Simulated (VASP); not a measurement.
Set up this calculation in VASP 6.6.1, as the native input.

| Property | Result |
| --- | --- |
| Task | single point |
| Functional | PBE |
| Potentials or basis | VASP PAW PBE potentials, release 64 (Sn_d, Ge_d) |
| Cutoff | 520 eV |
| k mesh | 3 × 3 × 4 |
| Occupations | gaussian, width 0.2 eV |
| Spin | no spin polarisation |
| Dipole correction | no |
| Further INCAR settings | ALGO = Fast; EDIFF = 1e-06; NBANDS = 58 |

The structure of Sn4Ge3 lies in POSCAR:

```
Sn4Ge3
1.0
    3.9956080280     -5.6233798759      0.0000000000
    3.9956080280      5.6233798759      0.0000000000
    0.0000000000      0.0000000000      4.1037186527
Sn Ge
4 3
Direct
    0.2547232479      0.2547232479      0.5000000000
    0.7452767521      0.7452767521      0.5000000000
    0.7422504617      0.2577495383      0.0000000000
    0.2577495383      0.7422504617      0.0000000000
    0.5000000000      0.0000000000      0.5000000000
    0.0000000000      0.5000000000      0.5000000000
    0.0000000000      0.0000000000      0.0000000000
```

These files were run (other wordings do the same):

INCAR

```
SYSTEM = Sn4Ge3
  ALGO = Fast
  EDIFF = 1E-6
  ENCUT = 520
  GGA = PE
  ISIF = 2
  ISMEAR = 0
  LASPH = .True.
  LCHARG = .False.
  LREAL = .False.
  LWAVE = .False.
  NBANDS = 58
  NELM = 60
  PREC = Accurate
  SIGMA = 0.2
```

KPOINTS

```
k-points
0
Gamma
  3 3 4
  0 0 0
```

Potentials or basis: VASP PAW PBE potentials, release 64 (Sn_d, Ge_d).

Run with:

```bash
$ cat potpaw_PBE.64/Sn_d/POTCAR potpaw_PBE.64/Ge_d/POTCAR > POTCAR
$ mpirun -np 1 vasp_std > vasp.out
```

Results of the run:

```yaml
Pressure: 0.2 GPa
Largest_force: 0.034 eV/Å
Band_gap_on_the_k_mesh: zero (band 49 reaches 7.08 eV, above the bottom of band 50 at 5.43 eV)
```

Caveat: the k points lie up to 0.38 Å⁻¹ apart; spin-orbit coupling is left out, which moves the levels of the heavy elements.

It took 3.4 min on 1 thread of Intel(R) Xeon(R) Platinum 8259CL CPU @ 2.50GHz (Skylake/Cascade Lake), with other jobs on the host, peak memory 0.34 GiB.
